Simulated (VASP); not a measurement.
# Ca: single point with r2SCAN

The system is Ca.

```
Ca
1.0
     0.00000    4.33185    4.33185
     4.33185    0.00000    4.33185
     4.33185    4.33185    0.00000
Ca
2
Cartesian
  4.3319 4.3319 4.3319
  6.4978 6.4978 6.4978
```

* Program: VASP 6.6.1
* Task: single point
* Functional: r2SCAN
* Potentials or basis: VASP PAW PBE potentials, release 64 (Ca_sv)
* Cutoff: 520 eV
* k mesh: 12 × 12 × 12
* Occupations: gaussian, width 0.1 eV
* Spin: no spin polarisation
* Dipole correction: no
* Further INCAR settings: ALGO = Normal; EDIFF = 1e-07; NBANDS = 17

```yaml
Pressure: 0.0 GPa
Band_gap_on_the_k_mesh: zero (band 10 reaches 0.65 eV, above the bottom of band 11 at -0.27 eV)
```

Levels at points of the mesh, in eV from the Fermi level:
```csv
k point,band 8,band 9,band 10,band 11,band 12,band 13
"(0.00, 0.00, 0.00)",-25.11,-3.20,0.71,0.71,0.71,1.03
"(0.50, 0.00, 0.00)",-25.11,-2.01,-1.00,0.86,0.86,0.88
"(0.50, 0.50, 0.00)",-25.10,-1.17,-1.17,0.32,0.32,0.78
```

Run time: 7 min on 1 thread of Intel(R) Xeon(R) 6975P-C (Granite Rapids) (shared host), peak memory 0.45 GiB.

Caveat: the PAW data sets were made with another functional, which shifts forces and pressure a little.
